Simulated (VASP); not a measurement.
# SbRu2 (Fm-3m) in VASP: notebook

Runs on SbRu2. Level: PBE. Tasks: single point, relaxation of cell and atoms.

Program: VASP 6.6.1. These are calculated values, not measurements. Logs are shortened: lines on timing, memory, paths and dates and some standing lists are left out, and cuts for length are marked.

### Step 1. The cell of the first run

Symmetry: Fm-3m, No. 225, cubic system. The conventional cell has a = 6.062 Å, b = 6.062 Å, c = 6.062 Å, α = 90.00°, β = 90.00°, γ = 90.00°. Within 3.5 Å of Sb (site symmetry m-3m) lie 8 Ru at 2.63 Å. Ru (site symmetry -43m) has 4 Sb at 2.63 Å and 6 Ru at 3.03 Å within 3.5 Å.

### Step 2. Single point, PBE

INCAR reads:

```
SYSTEM = SbRu2
PREC = Accurate
ENCUT = 520
EDIFF = 1E-6
ISMEAR = 0
SIGMA = 0.1
LREAL = .False.
LASPH = .True.
NELM = 60
ALGO = Fast
ISIF = 2
LWAVE = .False.
LCHARG = .True.
GGA = PE
LELF = .True.
LVHAR = .True.
NBANDS = 24
```

KPOINTS reads:

```
regular mesh
0
Gamma
  14 14 14
  0 0 0
```

POSCAR reads:

```
SbRu2
1.0
    0.0000000000      3.0311505430      3.0311505430
    3.0311505430      0.0000000000      3.0311505430
    3.0311505430      3.0311505430      0.0000000000
Sb Ru
1 2
Direct
    0.0000000000      0.0000000000      0.0000000000
    0.2500000000      0.2500000000      0.2500000000
    0.7500000000      0.7500000000      0.7500000000
```

Potentials or basis: VASP PAW PBE potentials, release 64 (Sb, Ru_pv).

Launch:

```sh
$ cat potpaw_PBE.64/Sb/POTCAR potpaw_PBE.64/Ru_pv/POTCAR > POTCAR
$ mpirun -np 1 vasp_std > vasp.out
```

OUTCAR:

```text
SYSTEM = SbRu2
   PREC = Accurate
   ENCUT = 520
   EDIFF = 1E-6
   ISMEAR = 0
   LREAL = .False.
   LASPH = .True.
   NELM = 60
   ISIF = 2
   GGA = PE

 ion  position               nearest neighbor table
   1  0.000  0.000  0.000-   2 2.63   3 2.63   3 2.63   3 2.63   3 2.63   2 2.63   2 2.63   2 2.63

   2  0.250  0.250  0.250-   1 2.63   1 2.63   1 2.63   1 2.63   3 3.03   3 3.03   3 3.03   3 3.03
                             3 3.03   3 3.03
   3  0.750  0.750  0.750-   1 2.63   1 2.63   1 2.63   1 2.63   2 3.03   2 3.03   2 3.03   2 3.03
                             2 3.03   2 3.03

  LATTYP: Found a face centered cubic cell.
 ALAT       =     6.0623010860

  Lattice vectors:

 A1 = (   0.0000000000,   3.0311505430,   3.0311505430)
 A2 = (   3.0311505430,   0.0000000000,   3.0311505430)
 A3 = (   3.0311505430,   3.0311505430,   0.0000000000)

Analysis of symmetry for initial positions (statically):
=====================================================================
 Subroutine PRICEL returns:
 Original cell was already a primitive cell.

 Routine SETGRP: Setting up the symmetry group for a
 face centered cubic supercell.

 Subroutine GETGRP returns: Found 48 space group operations
 (whereof 48 operations were pure point group operations)
 out of a pool of 48 trial point group operations.

The static configuration has the point symmetry O_h .

Analysis of symmetry for dynamics (positions and initial velocities):
=====================================================================
 Subroutine PRICEL returns:
 Original cell was already a primitive cell.

 Routine SETGRP: Setting up the symmetry group for a
 face centered cubic supercell.

 Subroutine GETGRP returns: Found 48 space group operations
 (whereof 48 operations were pure point group operations)
 out of a pool of 48 trial point group operations.

The dynamic configuration has the point symmetry O_h .

 Subroutine INISYM returns: Found 48 space group operations
 (whereof 48 operations are pure point group operations),
 and found     1 'primitive' translations

----------------------------------------------------------------------------------------

                                     Primitive cell

  volume of cell :      55.6997

  direct lattice vectors                    reciprocal lattice vectors
     0.000000000  3.031150543  3.031150543    -0.164953866  0.164953866  0.164953866
     3.031150543  0.000000000  3.031150543     0.164953866 -0.164953866  0.164953866
     3.031150543  3.031150543  0.000000000     0.164953866  0.164953866 -0.164953866

  length of vectors
     4.286694208  4.286694208  4.286694208     0.285708477  0.285708477  0.285708477

  position of ions in fractional coordinates (direct lattice)
     0.000000000  0.000000000  0.000000000
     0.250000000  0.250000000  0.250000000
     0.750000000  0.750000000  0.750000000

  ion indices of the primitive-cell ions
   primitive index   ion index
                 1           1
                 2           2
                 3           3

----------------------------------------------------------------------------------------

 KPOINTS: regular mesh

Automatic generation of k-mesh.
 Grid dimensions read from file:
 generate k-points for:   14   14   14

 Generating k-lattice:

  Cartesian coordinates                     Fractional coordinates (reciprocal lattice)
    -0.011782419  0.011782419  0.011782419     0.071428571  0.000000000  0.000000000
     0.011782419 -0.011782419  0.011782419     0.000000000  0.071428571  0.000000000
     0.011782419  0.011782419 -0.011782419     0.000000000  0.000000000  0.071428571

  Length of vectors
     0.020407748  0.020407748  0.020407748

  Shift w.r.t. Gamma in fractional coordinates (k-lattice)
     0.000000000  0.000000000  0.000000000

 Subroutine IBZKPT returns following result:
 ===========================================

 Found    104 irreducible k-points:

 Following reciprocal coordinates:
            Coordinates               Weight
  0.000000  0.000000  0.000000      1.000000
  0.071429  0.000000  0.000000      8.000000
  0.142857  0.000000  0.000000      8.000000
  0.214286  0.000000  0.000000      8.000000
  0.285714  0.000000  0.000000      8.000000
  0.357143  0.000000  0.000000      8.000000
[... 16 lines left out ...]
  0.214286  0.142857  0.000000     24.000000
  0.285714  0.142857  0.000000     24.000000
 [... further k-points ...]
   k-points           NKPTS =    104   k-points in BZ     NKDIM =    104   number of bands    NBANDS=     24
   number of dos      NEDOS =    301   number of ions     NIONS =      3
   total plane-waves  NPLWV =  32768
   dimension x,y,z NGX =    32 NGY =   32 NGZ =   32
   dimension x,y,z NGXF=    64 NGYF=   64 NGZF=   64
   ions per type =               1   2
   NGX,Y,Z   is equivalent  to a cutoff of  12.41, 12.41, 12.41 a.u.
   NGXF,Y,Z  is equivalent  to a cutoff of  24.82, 24.82, 24.82 a.u.
 SYSTEM =  SbRu2
   PREC   = accura    normal or accurate (medium, high low for compatibility)
   ISTART =      0    job   : 0-new  1-cont  2-samecut
   ICHARG =      2    charge: 1-file 2-atom 10-const
   ISPIN  =      1    spin polarized calculation?
   LNONCOLLINEAR =      F non collinear calculations
   LSORBIT =      F    spin-orbit coupling
   LASPH  =      T    aspherical Exc in radial PAW
   ENCUT  =  520.0 eV  38.22 Ry    6.18 a.u.   7.97  7.97  7.97*2*pi/ulx,y,z
   NELM   =     60;   NELMIN=  2; NELMDL= -5     # of ELM steps
   EDIFF  = 0.1E-05   stopping-criterion for ELM
   LREAL  =      F    real-space projection
   EDIFFG = 0.1E-04   stopping-criterion for IOM
   NSW    =      0    number of steps for IOM
   IBRION =     -1    ionic relax: 0-MD 1-quasi-New 2-CG
   NFREE  =      0    steps in history (QN), initial steepest desc. (CG)
   ISIF   =      2    stress and relaxation
   ISYM   =      2    0-nonsym 1-usesym 2-fastsym
   POTIM  = 0.5000    time-step for ionic-motion
   TEBEG  =    0.0;   TEEND  =   0.0 temperature during run
   PSTRESS=    0.0 pullay stress
   NELECT =      33.0000    total number of electrons
   NUPDOWN=      -1.0000    fix difference up-down
   EMIN   =  10.00;   EMAX   =-10.00  energy-range for DOS
   EFERMI =   0.00;   METHOD = LEGACY
   ISMEAR =     0;   SIGMA  =   0.10  broadening in eV -4-tet -1-fermi 0-gaus
   EFERMI_NEDOS =   21; number of points for ismear=-14 and -15
   IALGO  =     68    algorithm
   IMIX   =      4    mixing-type and parameters
     AMIX     =   0.40;   BMIX     =  1.00
     AMIX_MAG =   1.60;   BMIX_MAG =  1.00
  volume/ion in A,a.u.               =      18.57       125.29
  Fermi-wavevector in a.u.,A,eV,Ry     =   1.374977  2.598329 25.722639  1.890561
  Thomas-Fermi vector in A             =   2.500354
   LORBIT       =      0    0 simple, 1 ext, 2 COOP (PROOUT), +10 PAW based schemes
   GGA     = PE    functional components
   LHFCALC =     F    Hartree Fock is set to
   AEXX    =    0.0000 exact exchange contribution
   IVDW    =     0    specifies the selected vdW correction
   LEPSILON=     F    determine dielectric tensor
   LRPA    =     F    only Hartree local field effects (RPA)
 non-spin polarized calculation
 RMM-DIIS sequential band-by-band and
 Gauss-broadening in eV      SIGMA  =   0.10
  energy-cutoff  :      520.00
  volume of cell :       55.70
 maximum number of plane-waves:      1524
   NGX = 15   NGY = 15   NGZ = 15

 number of electron      33.0000010 magnetization

 Free energy of the ion-electron system (eV)
  ---------------------------------------------------
  ext. energy  EPLUGINS =         0.00000000
  ---------------------------------------------------
  free energy    TOTEN  =       -21.32484606 eV

  energy without entropy =      -21.29621749  energy(sigma->0) =      -21.31053177

 E-fermi :   9.4243     XC(G=0): -11.8874

 val. band max:        9.4226332554   @ k =  -0.0714   0.0714   0.0000
 cond. band min:       9.4346832435   @ k =   0.2143   0.0714   0.0000
 fundamental gap:      0.0120499880
 Fermi energy:         9.4242618542

 k-point     1 :       0.0000    0.0000    0.0000
  band No.  band energies     occupation
      1     -32.5626      2.00000
      2     -32.5626      2.00000
      3     -32.5626      2.00000
      4     -32.4318      2.00000
      5     -32.4318      2.00000
      6     -32.4318      2.00000
[... 16 lines left out ...]
     23      15.0376      0.00000
     24      15.0376      0.00000

 k-point     2 :       0.0714    0.0000    0.0000
  band No.  band energies     occupation
      1     -32.5615      2.00000
      2     -32.5610      2.00000
      3     -32.5610      2.00000
      4     -32.4338      2.00000
      5     -32.4335      2.00000
      6     -32.4335      2.00000
[... 16 lines left out ...]
     23      15.4368      0.00000
     24      15.5854      0.00000

 k-point     3 :       0.1429    0.0000    0.0000
  band No.  band energies     occupation
      1     -32.5585      2.00000
      2     -32.5565      2.00000
      3     -32.5565      2.00000
      4     -32.4395      2.00000
      5     -32.4386      2.00000
      6     -32.4386      2.00000
[... 16 lines left out ...]
     23      15.9710      0.00000
     24      15.9946      0.00000

 k-point     4 :       0.2143    0.0000    0.0000
  band No.  band energies     occupation
      1     -32.5532      2.00000
      2     -32.5491      2.00000
      3     -32.5491      2.00000
      4     -32.4487      2.00000
      5     -32.4468      2.00000
      6     -32.4468      2.00000
[... 16 lines left out ...]
     23      16.4704      0.00000
     24      16.4704      0.00000

 k-point     5 :       0.2857    0.0000    0.0000
  band No.  band energies     occupation
      1     -32.5453      2.00000
      2     -32.5393      2.00000
      3     -32.5393      2.00000
      4     -32.4609      2.00000
      5     -32.4575      2.00000
      6     -32.4575      2.00000
[... 16 lines left out ...]
     23      16.8341      0.00000
     24      16.8636      0.00000

 k-point     6 :       0.3571    0.0000    0.0000
  band No.  band energies     occupation
      1     -32.5348      2.00000
      2     -32.5274      2.00000
      3     -32.5274      2.00000
      4     -32.4753      2.00000
      5     -32.4702      2.00000
      6     -32.4702      2.00000
[... 16 lines left out ...]
     23      17.0337      0.00000
     24      17.3794      0.00000
[... 379 lines left out ...]
 k-point    21 :      -0.0714    0.0714    0.0000
  band No.  band energies     occupation
      1     -32.5651      2.00000
      2     -32.5566      2.00000
      3     -32.5552      2.00000
      4     -32.4401      2.00000
      5     -32.4396      2.00000
      6     -32.4299      2.00000
[... 16 lines left out ...]
     23      15.8792      0.00000
     24      15.9049      0.00000

 k-point    22 :       0.1429    0.1429    0.0000
  band No.  band energies     occupation
      1     -32.5674      2.00000
      2     -32.5674      2.00000
      3     -32.5326      2.00000
      4     -32.4659      2.00000
      5     -32.4282      2.00000
      6     -32.4282      2.00000
[... 16 lines left out ...]
     23      16.6712      0.00000
     24      16.6712      0.00000

 k-point    23 :       0.2143    0.1429    0.0000
  band No.  band energies     occupation
      1     -32.5683      2.00000
      2     -32.5680      2.00000
      3     -32.5179      2.00000
      4     -32.4825      2.00000
      5     -32.4286      2.00000
      6     -32.4284      2.00000
[... 16 lines left out ...]
     23      17.0368      0.00000
     24      17.1402      0.00000

 k-point    24 :       0.2857    0.1429    0.0000
  band No.  band energies     occupation
      1     -32.5663      2.00000
      2     -32.5651      2.00000
      3     -32.5025      2.00000
      4     -32.4999      2.00000
      5     -32.4330      2.00000
      6     -32.4321      2.00000
[... 16 lines left out ...]
     23      17.1731      0.00000
     24      17.5208      0.00000

 [... further k-points ...]

------------------------ aborting loop because EDIFF is reached ----------------------------------------

  FORCE on cell =-STRESS in cart. coord.  units (eV):
  Direction    XX          YY          ZZ          XY          YZ          ZX
  --------------------------------------------------------------------------------------
  -------------------------------------------------------------------------------------
  Total       -0.0819825     -0.0819825     -0.0819825      0.0000000      0.0000000      0.0000000
  in kB       -2.3581910     -2.3581910     -2.3581910      0.0000000      0.0000000      0.0000000
  external PRESSURE =      -2.3581910 kB  Pullay stress =       0.0000000 kB

 VOLUME and BASIS-vectors are now :
 -----------------------------------------------------------------------------
  energy-cutoff  :      520.00
  volume of cell :       55.70
      direct lattice vectors                 reciprocal lattice vectors
     0.000000000  3.031150543  3.031150543    -0.164953866  0.164953866  0.164953866
     3.031150543  0.000000000  3.031150543     0.164953866 -0.164953866  0.164953866
     3.031150543  3.031150543  0.000000000     0.164953866  0.164953866 -0.164953866

 POSITION                                       TOTAL-FORCE (eV/Angst)
 -----------------------------------------------------------------------------------
      0.00000      0.00000      0.00000         0.000000     -0.000000     -0.000000
      1.51558      1.51558      1.51558         0.000000      0.000000      0.000000
      4.54673      4.54673      4.54673        -0.000000     -0.000000     -0.000000
 -----------------------------------------------------------------------------------
    total drift:                               -0.000000     -0.000000      0.000000

  FREE ENERGIE OF THE ION-ELECTRON SYSTEM (eV)
  ---------------------------------------------------
  free  energy   TOTEN  =       -21.3248460551 eV

  energy  without entropy=      -21.2962174861  energy(sigma->0) =      -21.31053177
```

It took 43 s on 1 thread of Intel Xeon 6975P-C (Granite Rapids), shared host; peak memory 0.26 GiB.

Results:

```yaml
Free_energy: -21.3248 eV
Pressure: -0.2 GPa
Band_gap_on_the_k_mesh: zero (an odd number of electrons rules out a gap without spin polarisation)
```

Levels at points of the mesh, in eV from the Fermi level:
```
           k point  band 14  band 15  band 16  band 17  band 18  band 19  band 20  band 21
(0.00, 0.00, 0.00)     0.22     0.22     1.40     1.40     2.98     5.45     5.45     5.45
(0.50, 0.00, 0.00)    -1.14    -1.14    -1.03    -1.03    -0.45     4.53     4.53     4.96
(0.50, 0.50, 0.00)    -0.80    -0.80     0.13     0.13     0.26     1.32     1.92     5.95
```

Caveat: spin-orbit coupling is left out, which moves the levels of the heavy elements.

(Continued in part 2 of 2.)
